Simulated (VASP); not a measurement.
Crystal: SrWN2.

```
CELL_PARAMETERS angstrom
3.48561 0.00000 0.00000
-1.74281 3.01863 0.00000
0.00000 0.00000 5.40270
ATOMIC_POSITIONS crystal
Sr 0.00000 0.00000 0.00000
W 0.00000 0.00000 0.50000
N 0.33333 0.66667 0.25000
N 0.66667 0.33333 0.75000
```

```yaml
Program: VASP 6.6.1
Task: relaxation of cell and atoms
Functional: PBE
Potentials_or_basis: VASP PAW PBE potentials, release 64 (Sr_sv, W_sv, N)
Cutoff: 600 eV
k_mesh: 6 × 6 × 4
Occupations: gaussian, width 0.1 eV
Spin: no spin polarisation
```

At the start: pressure -4.2 GPa; volume 14.21 Å³/atom.

Task: Where does the relaxation end?

Result: Over 9 steps the energy falls by 853.0 meV/atom and the volume is 13.16 Å³/atom (-7.4 %); space group P-3m1 (No. 164, to 0.1 Å) before and after.

The path:
| step | energy change (eV) | largest force (eV/Å) | pressure (GPa) | volume (Å³) |
| --- | --- | --- | --- | --- |
| 1 | 0.0000 | 4.9648 | -4.22 | 56.85 |
| 2 | -3.3205 | 1.2052 | -3.39 | 53.01 |
| 3 | -3.3835 | 0.6259 | -1.28 | 52.45 |
| 4 | -3.3861 | 0.5034 | -0.74 | 52.33 |
| 5 | -3.3854 | 0.4050 | -0.28 | 52.22 |
| 6 | -3.4066 | 0.0935 | 2.49 | 51.94 |
| 7 | -3.4070 | 0.0367 | 2.16 | 51.98 |
| 8 | -3.4081 | 0.0419 | -2.08 | 53.23 |
| 9 | -3.4121 | 0.0016 | -0.14 | 52.64 |

Final structure:
```xyz
4
Lattice="3.1530 0.0000 0.0000 -1.5765 2.7305 0.0000 0.0000 0.0000 6.1139" Properties=species:S:1:pos:R:3 pbc="T T T"
Sr   -1.5765    2.7305    0.0000
W    -1.5765    2.7305    3.0569
N     0.0000    1.8204    1.8681
N     1.5765    0.9102    4.2457
```
